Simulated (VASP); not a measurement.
# Sr3Pt (Pm-3m) in VASP: further runs

Sr3Pt is run at these levels: PBE; tasks: single point, relaxation of cell and atoms.

Program: VASP 6.6.1. These are calculated values, not measurements. Logs are shortened: lines on timing, memory, paths and dates and some standing lists are left out, and cuts for length are marked.

**1. The cell of the first run**

Symmetry: Pm-3m, No. 221, cubic system. Conventional cell: a = 5.144 Å, b = 5.144 Å, c = 5.144 Å, α = 90.00°, β = 90.00°, γ = 90.00°. Sr (site symmetry 4/mmm) has 8 Sr at 3.64 Å and 4 Pt at 3.64 Å within 4.8 Å. Pt (site symmetry m-3m) has 12 Sr at 3.64 Å within 4.8 Å.

The cell was generated, and may not be a known phase.

**2. Single point, PBE**

The input, INCAR:

```
  PREC = Accurate
  ENCUT = 520
  EDIFF = 1E-7
  ISMEAR = 0
  SIGMA = 0.1
  LREAL = False
  LASPH = True
  NELM = 100
  ALGO = Normal
  ISIF = 2
  LWAVE = False
  LCHARG = False
  GGA = PE
  NBANDS = 28
```

The input, KPOINTS:

```
regular mesh
0
Gamma
  10 10 10
```

The input, POSCAR:

```
Sr3Pt
1.0
    5.1437300822      0.0000000000      0.0000000000
    0.0000000000      5.1437300822      0.0000000000
    0.0000000000      0.0000000000      5.1437300822
Sr Pt
3 1
Direct
    0.0000000000      0.5000000000      0.5000000000
    0.5000000000      0.0000000000      0.5000000000
    0.5000000000      0.5000000000      0.0000000000
    0.0000000000      0.0000000000      0.0000000000
```

Potentials or basis: VASP PAW PBE potentials, release 64 (Sr_sv, Pt).

On the command line:

```
$ cat potpaw_PBE.64/Sr_sv/POTCAR potpaw_PBE.64/Pt/POTCAR > POTCAR
$ mpirun -np 1 vasp_std > vasp.out
```

OUTCAR:

```text
PREC = Accurate
   ENCUT = 520
   EDIFF = 1E-7
   ISMEAR = 0
   LREAL = False
   LASPH = True
   NELM = 100
   ISIF = 2
   GGA = PE

 ion  position               nearest neighbor table
   1  0.000  0.500  0.500-   2 3.64   3 3.64   4 3.64   3 3.64   4 3.64   2 3.64   4 3.64   4 3.64
                             2 3.64   3 3.64   3 3.64   2 3.64
   2  0.500  0.000  0.500-   1 3.64   3 3.64   4 3.64   3 3.64   4 3.64   1 3.64   3 3.64   3 3.64
                             1 3.64   4 3.64   4 3.64   1 3.64
   3  0.500  0.500  0.000-   1 3.64   2 3.64   4 3.64   1 3.64   2 3.64   2 3.64   4 3.64   2 3.64
                             1 3.64   4 3.64   1 3.64   4 3.64
   4  0.000  0.000  0.000-   1 3.64   2 3.64   3 3.64   1 3.64   2 3.64   1 3.64   3 3.64   1 3.64
                             2 3.64   3 3.64   2 3.64   3 3.64

  LATTYP: Found a simple cubic cell.
 ALAT       =     5.1437300822

  Lattice vectors:

 A1 = (   5.1437300822,   0.0000000000,   0.0000000000)
 A2 = (   0.0000000000,   5.1437300822,   0.0000000000)
 A3 = (   0.0000000000,   0.0000000000,   5.1437300822)

Analysis of symmetry for initial positions (statically):
=====================================================================
 Subroutine PRICEL returns:
 Original cell was already a primitive cell.

 Routine SETGRP: Setting up the symmetry group for a
 simple cubic supercell.

 Subroutine GETGRP returns: Found 48 space group operations
 (whereof 48 operations were pure point group operations)
 out of a pool of 48 trial point group operations.

The static configuration has the point symmetry O_h .

Analysis of symmetry for dynamics (positions and initial velocities):
=====================================================================
 Subroutine PRICEL returns:
 Original cell was already a primitive cell.

 Routine SETGRP: Setting up the symmetry group for a
 simple cubic supercell.

 Subroutine GETGRP returns: Found 48 space group operations
 (whereof 48 operations were pure point group operations)
 out of a pool of 48 trial point group operations.

The dynamic configuration has the point symmetry O_h .

 Subroutine INISYM returns: Found 48 space group operations
 (whereof 48 operations are pure point group operations),
 and found     1 'primitive' translations

----------------------------------------------------------------------------------------

                                     Primitive cell
[... 94 lines left out ...]
   NELM   =    100;   NELMIN=  2; NELMDL= -5     # of ELM steps
   EDIFF  = 0.1E-06   stopping-criterion for ELM
   LREAL  =      F    real-space projection
   EDIFFG = 0.1E-05   stopping-criterion for IOM
   NSW    =      0    number of steps for IOM
   IBRION =     -1    ionic relax: 0-MD 1-quasi-New 2-CG
   NFREE  =      0    steps in history (QN), initial steepest desc. (CG)
   ISIF   =      2    stress and relaxation
   ISYM   =      2    0-nonsym 1-usesym 2-fastsym
   POTIM  = 0.5000    time-step for ionic-motion
   TEBEG  =    0.0;   TEEND  =   0.0 temperature during run
   PSTRESS=    0.0 pullay stress
   NELECT =      40.0000    total number of electrons
   NUPDOWN=      -1.0000    fix difference up-down
   EMIN   =  10.00;   EMAX   =-10.00  energy-range for DOS
   EFERMI =   0.00;   METHOD = LEGACY
   ISMEAR =     0;   SIGMA  =   0.10  broadening in eV -4-tet -1-fermi 0-gaus
   EFERMI_NEDOS =   21; number of points for ismear=-14 and -15
   IALGO  =     38    algorithm
   IMIX   =      4    mixing-type and parameters
     AMIX     =   0.40;   BMIX     =  1.00
     AMIX_MAG =   1.60;   BMIX_MAG =  1.00
  volume/ion in A,a.u.               =      34.02       229.60
  Fermi-wavevector in a.u.,A,eV,Ry     =   1.088470  2.056911 16.119747  1.184768
  Thomas-Fermi vector in A             =   2.224653
   LORBIT       =      0    0 simple, 1 ext, 2 COOP (PROOUT), +10 PAW based schemes
   GGA     = PE    functional components
   LHFCALC =     F    Hartree Fock is set to
   AEXX    =    0.0000 exact exchange contribution
   IVDW    =     0    specifies the selected vdW correction
   LEPSILON=     F    determine dielectric tensor
   LRPA    =     F    only Hartree local field effects (RPA)
 non-spin polarized calculation
 Gauss-broadening in eV      SIGMA  =   0.10
  energy-cutoff  :      520.00
  volume of cell :      136.09
 maximum number of plane-waves:      3743
 NGX is ok and might be reduce to    40
   NGX = 19   NGY = 19   NGZ = 19

 number of electron      39.9999997 magnetization

 Free energy of the ion-electron system (eV)
  ---------------------------------------------------
  ext. energy  EPLUGINS =         0.00000000
  ---------------------------------------------------
  free energy    TOTEN  =       -11.47645218 eV

  energy without entropy =      -11.45607354  energy(sigma->0) =      -11.46626286

 E-fermi :   3.4033     XC(G=0):  -8.9603

 val. band max:        3.3852041726   @ k =   0.4000   0.4000   0.1000
 cond. band min:       3.4047549157   @ k =   0.4000   0.3000   0.0000
 fundamental gap:      0.0195507431
 Fermi energy:         3.4032731847

 k-point     1 :       0.0000    0.0000    0.0000
  band No.  band energies     occupation
      1     -32.7415      2.00000
      2     -32.6306      2.00000
      3     -32.6306      2.00000
      4     -15.0460      2.00000
      5     -15.0460      2.00000
      6     -15.0460      2.00000
[... 733 lines left out ...]
     27       5.9199      0.00000
     28       7.1278      0.00000

 [... further k-points ...]

------------------------ aborting loop because EDIFF is reached ----------------------------------------

  FORCE on cell =-STRESS in cart. coord.  units (eV):
  Direction    XX          YY          ZZ          XY          YZ          ZX
  --------------------------------------------------------------------------------------
  -------------------------------------------------------------------------------------
  Total        0.0178254      0.0178254      0.0178254      0.0000000     -0.0000000      0.0000000
  in kB        0.2098532      0.2098532      0.2098532      0.0000000     -0.0000000      0.0000000
  external PRESSURE =       0.2098532 kB  Pullay stress =       0.0000000 kB

 VOLUME and BASIS-vectors are now :
 -----------------------------------------------------------------------------
  energy-cutoff  :      520.00
  volume of cell :      136.09
      direct lattice vectors                 reciprocal lattice vectors
     5.143730082  0.000000000  0.000000000     0.194411445  0.000000000  0.000000000
     0.000000000  5.143730082  0.000000000     0.000000000  0.194411445  0.000000000
     0.000000000  0.000000000  5.143730082     0.000000000  0.000000000  0.194411445

 POSITION                                       TOTAL-FORCE (eV/Angst)
 -----------------------------------------------------------------------------------
      0.00000      2.57187      2.57187         0.000000      0.000000      0.000000
      2.57187      0.00000      2.57187         0.000000      0.000000      0.000000
      2.57187      2.57187      0.00000         0.000000      0.000000      0.000000
      0.00000      0.00000      0.00000         0.000000      0.000000      0.000000
 -----------------------------------------------------------------------------------
    total drift:                               -0.000000     -0.000000     -0.000000

  FREE ENERGIE OF THE ION-ELECTRON SYSTEM (eV)
  ---------------------------------------------------
  free  energy   TOTEN  =       -11.4764521837 eV

  energy  without entropy=      -11.4560735398  energy(sigma->0) =      -11.46626286
```

stdout:

```text
POSCAR found type information on POSCAR SrPt
 POSCAR found :  2 types and       4 ions
 scaLAPACK will be used
 LDA part: xc-table for (Slater+PW92), standard interpolation
 POSCAR, INCAR and KPOINTS ok, starting setup
 FFT: planning ... GRIDC
 FFT: planning ... GRID_SOFT
 FFT: planning ... GRID
 WAVECAR not read
 entering main loop
```

Run time: 2.1 min. Hardware: 1 thread of Intel Xeon Platinum 8559C (Emerald Rapids), shared host; peak memory 0.36 GiB.

Results:

```yaml
Free_energy: -11.4765 eV
Pressure: 0.0 GPa
Band_gap_on_the_k_mesh: zero (bands 20 and 21 overlap by 1.39 eV)
```

Caveat: spin-orbit coupling is left out, which moves the levels of the heavy elements.

**3. Relaxation of cell and atoms, PBE**

This run uses another cell than the first one, of 34.14 Å³/atom.

The input, INCAR:

```
SYSTEM = Sr3Pt
PREC = Accurate
ENCUT = 600
EDIFF = 1E-6
ISMEAR = 0
SIGMA = 0.1
LREAL = .FALSE.
LASPH = .TRUE.
NELM = 100
ALGO = Normal
ISIF = 3
LWAVE = .FALSE.
LCHARG = .FALSE.
GGA = PE
IBRION = 2
NSW = 100
EDIFFG = -0.01
```

The input, KPOINTS:

```
regular mesh
0
G
  10 10 10
  0 0 0
```

The input, POSCAR:

```
Sr3Pt
1.0
    5.1494839203      0.0000000000      0.0000000000
    0.0000000000      5.1494839203      0.0000000000
    0.0000000000      0.0000000000      5.1494839203
Sr Pt
3 1
Direct
    0.0000000000      0.5000000000      0.5000000000
    0.5000000000      0.0000000000      0.5000000000
    0.5000000000      0.5000000000      0.0000000000
    0.0000000000      0.0000000000      0.0000000000
```

Potentials or basis: VASP PAW PBE potentials, release 64 (Sr_sv, Pt).

On the command line:

```
$ cat potpaw_PBE.64/Sr_sv/POTCAR potpaw_PBE.64/Pt/POTCAR > POTCAR
$ mpirun -np 1 vasp_std > vasp.out
```

Run time: 1.9 min. Hardware: 1 thread of Intel Xeon Platinum 8559C (Emerald Rapids), shared host; peak memory 0.38 GiB.

It converged, with:

```
Free energy             : -11.4760 eV
Pressure after relaxing : 0.0 GPa
Band gap on the k mesh  : zero (bands 20 and 21 overlap by 1.39 eV)
```

Final structure:
```xyz
4
Lattice="5.1495 0.0000 0.0000 0.0000 5.1495 0.0000 0.0000 0.0000 5.1495" Properties=species:S:1:pos:R:3 pbc="T T T"
Sr    0.0000    2.5747    2.5747
Sr    2.5747    0.0000    2.5747
Sr    2.5747    2.5747    0.0000
Pt    0.0000    0.0000    0.0000
```

Levels at points of the mesh, in eV from the Fermi level:
```tsv
k point	band 17	band 18	band 19	band 20	band 21	band 22	band 23	band 24
(0.00, 0.00, 0.00)	-2.20	-2.20	-1.93	1.12	1.12	1.12	1.40	1.40
(0.50, 0.00, 0.00)	-1.98	-1.98	-1.79	-0.42	0.74	0.74	1.04	2.32
(0.50, 0.50, 0.00)	-1.99	-1.75	-1.05	-1.05	-0.28	0.63	1.25	1.42
(0.50, 0.50, 0.50)	-1.82	-1.82	0.16	0.16	0.16	0.85	0.85	0.85
```

Caveat: the relaxation stopped at its first step, so nothing moved; spin-orbit coupling is left out, which moves the levels of the heavy elements.

(Part 1 of 2 ends here.)

The gap in the log of VASP goes by the Fermi energy; the results here count the filled bands.